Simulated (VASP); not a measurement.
# AgB2Au (Pmmm) in VASP: relaxation of cell and atoms with PBE

Aim: the relaxation of cell and atoms of AgB2Au with PBE.

All numbers are computed with VASP 6.6.1; they aren't measurements. Logs are shortened: lines on timing, memory, paths and dates and some standing lists are left out, and cuts for length are marked.

## 1. The cell of the first run

Symmetry: Pmmm, No. 47, orthorhombic system. Conventional cell: a = 3.165 Å, b = 3.273 Å, c = 5.674 Å, α = 90.00°, β = 90.00°, γ = 90.00°. Within 3.3 Å of Ag (site symmetry mmm) lie 4 B at 2.49 Å and 2 Au at 2.84 Å and 4 Ag at 3.16 to 3.27 Å. Within 2.5 Å of B (site symmetry mm2) lie 2 Au at 1.83 Å and 1 B at 1.83 Å and 2 Ag at 2.49 Å. Within 2.4 Å of Au (site symmetry mmm) lie 4 B at 1.83 Å.

The cell was generated, and may not be a known phase.

## 2. Relaxation of cell and atoms, PBE

INCAR

```
PREC = Accurate
ENCUT = 630
EDIFF = 1E-7
ISMEAR = 0
SIGMA = 0.1
LREAL = F
LASPH = T
NELM = 120
ALGO = Normal
ISIF = 3
LWAVE = F
LCHARG = F
GGA = PE
IBRION = 2
NSW = 90
EDIFFG = -0.04
GGA_COMPAT = F
NELMIN = 4
```

KPOINTS

```
regular mesh
0
Gamma
  6 6 4
```

POSCAR

```
AgB2Au
1.0
    3.1646095000      0.0000000000      0.0000000000
    0.0000000000      3.2728814400      0.0000000000
    0.0000000000      0.0000000000      5.6742851500
Ag B Au
1 2 1
Direct
    0.5000000000      0.0000000000      0.0000000000
    0.0000000000      0.0000000000      0.6611347800
    0.0000000000      0.0000000000      0.3388652200
    0.5000000000      0.0000000000      0.5000000000
```

Potentials or basis: VASP PAW PBE potentials, release 64 (Ag_sv_GW, B, Au_sv_GW).

Command:

```bash
cat potpaw_PBE.64/Ag_sv_GW/POTCAR potpaw_PBE.64/B/POTCAR potpaw_PBE.64/Au_sv_GW/POTCAR > POTCAR
mpirun -np 1 vasp_std > vasp.out
```

OUTCAR:

```text
PREC = Accurate
   ENCUT = 630
   EDIFF = 1E-7
   ISMEAR = 0
   LREAL = F
   LASPH = T
   NELM = 120
   ISIF = 3
   GGA = PE
   IBRION = 2
   NSW = 90
   EDIFFG = -0.04
   NELMIN = 4

 ion  position               nearest neighbor table
   1  0.500  0.000  0.000-   4 2.84   4 2.84
   2  0.000  0.000  0.661-   4 1.83   4 1.83   3 1.83
   3  0.000  0.000  0.339-   4 1.83   4 1.83   2 1.83
   4  0.500  0.000  0.500-   2 1.83   3 1.83   2 1.83   3 1.83   1 2.84   1 2.84

  LATTYP: Found a simple orthorhombic cell.
 ALAT       =     3.1646095000
 B/A-ratio  =     1.0342133650
 C/A-ratio  =     1.7930443393

  Lattice vectors:

 A1 = (   3.1646095000,   0.0000000000,   0.0000000000)
 A2 = (   0.0000000000,   3.2728814400,   0.0000000000)
 A3 = (   0.0000000000,   0.0000000000,   5.6742851500)

Analysis of symmetry for initial positions (statically):
=====================================================================
 Subroutine PRICEL returns:
 Original cell was already a primitive cell.

 Routine SETGRP: Setting up the symmetry group for a
 simple orthorhombic supercell.

 Subroutine GETGRP returns: Found  8 space group operations
 (whereof  8 operations were pure point group operations)
 out of a pool of  8 trial point group operations.

The static configuration has the point symmetry D_2h.

Analysis of symmetry for dynamics (positions and initial velocities):
=====================================================================
 Subroutine PRICEL returns:
 Original cell was already a primitive cell.

 Routine SETGRP: Setting up the symmetry group for a
 simple orthorhombic supercell.

 Subroutine GETGRP returns: Found  8 space group operations
 (whereof  8 operations were pure point group operations)
 out of a pool of  8 trial point group operations.

The dynamic configuration has the point symmetry D_2h.

 Subroutine INISYM returns: Found  8 space group operations
 (whereof  8 operations are pure point group operations),
 and found     1 'primitive' translations

----------------------------------------------------------------------------------------

                                     Primitive cell

  volume of cell :      58.7708

  direct lattice vectors                    reciprocal lattice vectors
     3.164609500  0.000000000  0.000000000     0.315994754  0.000000000  0.000000000
     0.000000000  3.272881440  0.000000000     0.000000000  0.305541163  0.000000000
     0.000000000  0.000000000  5.674285150     0.000000000  0.000000000  0.176233653

  length of vectors
     3.164609500  3.272881440  5.674285150     0.315994754  0.305541163  0.176233653

  position of ions in fractional coordinates (direct lattice)
     0.500000000  0.000000000  0.000000000
     0.000000000  0.000000000  0.661134780
     0.000000000  0.000000000  0.338865220
     0.500000000  0.000000000  0.500000000

  ion indices of the primitive-cell ions
   primitive index   ion index
                 1           1
                 2           2
                 3           3
                 4           4

----------------------------------------------------------------------------------------

 KPOINTS: regular mesh

Automatic generation of k-mesh.
 Grid dimensions read from file:
 generate k-points for:    6    6    4

 Generating k-lattice:

  Cartesian coordinates                     Fractional coordinates (reciprocal lattice)
     0.052665792  0.000000000  0.000000000     0.166666667  0.000000000  0.000000000
     0.000000000  0.050923527  0.000000000     0.000000000  0.166666667  0.000000000
     0.000000000  0.000000000  0.044058413     0.000000000  0.000000000  0.250000000

  Length of vectors
     0.052665792  0.050923527  0.044058413

  Shift w.r.t. Gamma in fractional coordinates (k-lattice)
     0.000000000  0.000000000  0.000000000

 Subroutine IBZKPT returns following result:
 ===========================================

 Found     48 irreducible k-points:

 Following reciprocal coordinates:
            Coordinates               Weight
  0.000000  0.000000  0.000000      1.000000
  0.166667  0.000000  0.000000      2.000000
  0.333333  0.000000  0.000000      2.000000
  0.500000  0.000000  0.000000      1.000000
  0.000000  0.166667  0.000000      2.000000
  0.166667  0.166667  0.000000      4.000000
[... 16 lines left out ...]
  0.333333  0.166667  0.250000      8.000000
  0.500000  0.166667  0.250000      4.000000
 [... further k-points ...]
   k-points           NKPTS =     48   k-points in BZ     NKDIM =     48   number of bands    NBANDS=     26
   number of dos      NEDOS =    301   number of ions     NIONS =      4
   total plane-waves  NPLWV =  37632
   dimension x,y,z NGX =    28 NGY =   28 NGZ =   48
   dimension x,y,z NGXF=    56 NGYF=   56 NGZF=   96
   ions per type =               1   2   1
   NGX,Y,Z   is equivalent  to a cutoff of  14.71, 14.22, 14.06 a.u.
   NGXF,Y,Z  is equivalent  to a cutoff of  29.42, 28.45, 28.13 a.u.
 SYSTEM =  unknown system
   PREC   = accura    normal or accurate (medium, high low for compatibility)
   ISTART =      0    job   : 0-new  1-cont  2-samecut
   ICHARG =      2    charge: 1-file 2-atom 10-const
   ISPIN  =      1    spin polarized calculation?
   LNONCOLLINEAR =      F non collinear calculations
   LSORBIT =      F    spin-orbit coupling
   LASPH  =      T    aspherical Exc in radial PAW
   ENCUT  =  630.0 eV  46.30 Ry    6.80 a.u.   6.48  6.70 11.61*2*pi/ulx,y,z
   NELM   =    120;   NELMIN=  4; NELMDL= -5     # of ELM steps
   EDIFF  = 0.1E-06   stopping-criterion for ELM
   LREAL  =      F    real-space projection
   EDIFFG = -.4E-01   stopping-criterion for IOM
   NSW    =     90    number of steps for IOM
   IBRION =      2    ionic relax: 0-MD 1-quasi-New 2-CG
   NFREE  =      1    steps in history (QN), initial steepest desc. (CG)
   ISIF   =      3    stress and relaxation
   ISYM   =      2    0-nonsym 1-usesym 2-fastsym
   POTIM  = 0.5000    time-step for ionic-motion
   TEBEG  =    0.0;   TEEND  =   0.0 temperature during run
   PSTRESS=    0.0 pullay stress
   NELECT =      44.0000    total number of electrons
   NUPDOWN=      -1.0000    fix difference up-down
   EMIN   =  10.00;   EMAX   =-10.00  energy-range for DOS
   EFERMI =   0.00;   METHOD = LEGACY
   ISMEAR =     0;   SIGMA  =   0.10  broadening in eV -4-tet -1-fermi 0-gaus
   EFERMI_NEDOS =   21; number of points for ismear=-14 and -15
   IALGO  =     38    algorithm
   IMIX   =      4    mixing-type and parameters
     AMIX     =   0.40;   BMIX     =  1.00
     AMIX_MAG =   1.60;   BMIX_MAG =  1.00
  volume/ion in A,a.u.               =      14.69        99.15
  Fermi-wavevector in a.u.,A,eV,Ry     =   1.486524  2.809123 30.065515  2.209753
  Thomas-Fermi vector in A             =   2.599799
   LORBIT       =      0    0 simple, 1 ext, 2 COOP (PROOUT), +10 PAW based schemes
   GGA     = PE    functional components
   LHFCALC =     F    Hartree Fock is set to
   AEXX    =    0.0000 exact exchange contribution
   IVDW    =     0    specifies the selected vdW correction
   LEPSILON=     F    determine dielectric tensor
   LRPA    =     F    only Hartree local field effects (RPA)
 conjugate gradient relaxation of ions
 non-spin polarized calculation
 Gauss-broadening in eV      SIGMA  =   0.10
  energy-cutoff  :      630.00
  volume of cell :       58.77
 maximum number of plane-waves:      2140
 NGX is ok and might be reduce to    28
   NGX = 13   NGY = 13   NGZ = 23

--------------------------------------- Ionic step        1  -------------------------------------------

 number of electron      43.9999989 magnetization

 Free energy of the ion-electron system (eV)
  ---------------------------------------------------
  ext. energy  EPLUGINS =         0.00000000
  ---------------------------------------------------
  free energy    TOTEN  =        -8.78311404 eV

  energy without entropy =       -8.77610914  energy(sigma->0) =       -8.77961159

 E-fermi :   6.1124     XC(G=0): -11.1773

 val. band max:        6.1034516191   @ k =   0.1667   0.5000   0.0000
 cond. band min:       6.1477623012   @ k =   0.0000   0.3333   0.0000
 fundamental gap:      0.0443106821
 Fermi energy:         6.1123528572

 k-point     1 :       0.0000    0.0000    0.0000
  band No.  band energies     occupation
      1    -102.4850      2.00000
      2     -86.2877      2.00000
      3     -54.4502      2.00000
      4     -53.7627      2.00000
      5     -53.3462      2.00000
      6     -49.8063      2.00000
[... 1499 lines left out ...]
  FREE ENERGIE OF THE ION-ELECTRON SYSTEM (eV)
  ---------------------------------------------------
  free  energy   TOTEN  =       -11.8417413955 eV

  energy  without entropy=      -11.8322088018  energy(sigma->0) =      -11.83697510

[... ionic steps 4 to 15 ...]

--------------------------------------- Ionic step       16  -------------------------------------------

 number of electron      43.9999979 magnetization

------------------------ aborting loop because EDIFF is reached ----------------------------------------

  FORCE on cell =-STRESS in cart. coord.  units (eV):
  Direction    XX          YY          ZZ          XY          YZ          ZX
  --------------------------------------------------------------------------------------
  -------------------------------------------------------------------------------------
  Total       -0.2932663      0.1012723     -0.4712650      0.0000000      0.0000000      0.0000000
  in kB       -6.9813491      2.4108377    -11.2186956      0.0000000      0.0000000      0.0000000
  external PRESSURE =      -5.2630690 kB  Pullay stress =       0.0000000 kB
[... 61 lines left out ...]
  energy  without entropy=      -12.4336083956  energy(sigma->0) =      -12.43933832

--------------------------------------- Ionic step       18  -------------------------------------------

 number of electron      43.9999980 magnetization

 Free energy of the ion-electron system (eV)
  ---------------------------------------------------
  ext. energy  EPLUGINS =         0.00000000
  ---------------------------------------------------
  free energy    TOTEN  =       -12.44584849 eV

  energy without entropy =      -12.43441303  energy(sigma->0) =      -12.44013076

 E-fermi :   4.6223     XC(G=0): -10.5914

 val. band max:        4.5810633778   @ k =   0.3333   0.3333   0.2500
 cond. band min:       4.6297708704   @ k =   0.1667   0.1667   0.0000
 fundamental gap:      0.0487074926
 Fermi energy:         4.6223002277

 k-point     1 :       0.0000    0.0000    0.0000
  band No.  band energies     occupation
      1    -102.7223      2.00000
      2     -87.4731      2.00000
      3     -54.3123      2.00000
      4     -54.0117      2.00000
      5     -53.6338      2.00000
      6     -51.0188      2.00000
[... 718 lines left out ...]
  FREE ENERGIE OF THE ION-ELECTRON SYSTEM (eV)
  ---------------------------------------------------
  free  energy   TOTEN  =       -12.4458484900 eV

  energy  without entropy=      -12.4344130269  energy(sigma->0) =      -12.44013076

 reached required accuracy - stopping structural energy minimisation
```

Run time: 18 min. Hardware: 1 thread of Intel Xeon Platinum 8488C (Sapphire Rapids), shared host; peak memory 0.31 GiB.

What came out:

```yaml
Free_energy: -12.4458 eV
Relaxed_volume: 16.79 Å³/atom
Relaxed_cell: a = 3.808 Å, b = 3.347 Å, c = 5.268 Å, α = 90.00°, β = 90.00°, γ = 90.00°
Space_group_after_relaxing_to_0.1_Å: Pmmm (No. 47)
Energy_gained_by_relaxing: 915.7 meV/atom
Ionic_steps: 18
Pressure_after_relaxing: -0.1 GPa
Largest_force_after_relaxing: 0.013 eV/Å
Band_gap_on_the_k_mesh: zero (bands 22 and 23 overlap by 1.85 eV)
```

Forces on the atoms (eV/Å):
```
Ag   0.000  0.000  0.000
B    0.000  0.000  0.013
B    0.000  0.000 -0.013
Au   0.000  0.000  0.000
```

Step by step:
```
step  energy change (eV)  largest force (eV/Å)  pressure (GPa)  volume (Å³)
   1              0.0000                6.0419           48.21        58.77
   2              1.4025                1.1958          -18.90       100.66
   3             -3.0586                0.6984          -10.27        73.48
   4             -3.1664                0.3217           -7.23        71.63
   5             -3.1947                0.0119           -4.15        70.13
   6             -3.1942                0.0412           -4.66        70.37
   7             -3.5623                0.2681           -2.11        66.85
   8             -3.6295                0.3133           -0.29        65.33
   9             -3.6351                0.3055            0.98        64.56
  10             -3.6359                0.3102            0.62        64.77
  11             -3.6468                0.2757            0.43        65.27
  12             -3.6550                0.0493            0.09        66.57
  13             -3.6568                0.1178            0.18        66.09
  14             -3.6609                0.1003            0.68        66.61
  15             -3.6612                0.0497            0.55        66.49
  16             -3.6615                0.0202           -0.53        67.30
  17             -3.6620                0.0110           -0.05        66.94
  18             -3.6627                0.0127           -0.06        67.15
```

Final structure:
```yaml
crystal:
  lattice:
    - [3.80833, 0.00000, 0.00000]
    - [0.00000, 3.34699, 0.00000]
    - [0.00000, 0.00000, 5.26777]
  atoms:
    - { symbol: Ag, position: [0.50000, 0.00000, 0.00000] }
    - { symbol: B, position: [0.00000, 0.00000, 0.67143] }
    - { symbol: B, position: [0.00000, 0.00000, 0.32857] }
    - { symbol: Au, position: [0.50000, 0.00000, 0.50000] }
```

Caveat: a cell axis changed by over 15 % at a fixed basis, so the end point is rough; spin-orbit coupling is left out, which moves the levels of the heavy elements.

The gap in the log of VASP goes by the Fermi energy; the results here count the filled bands.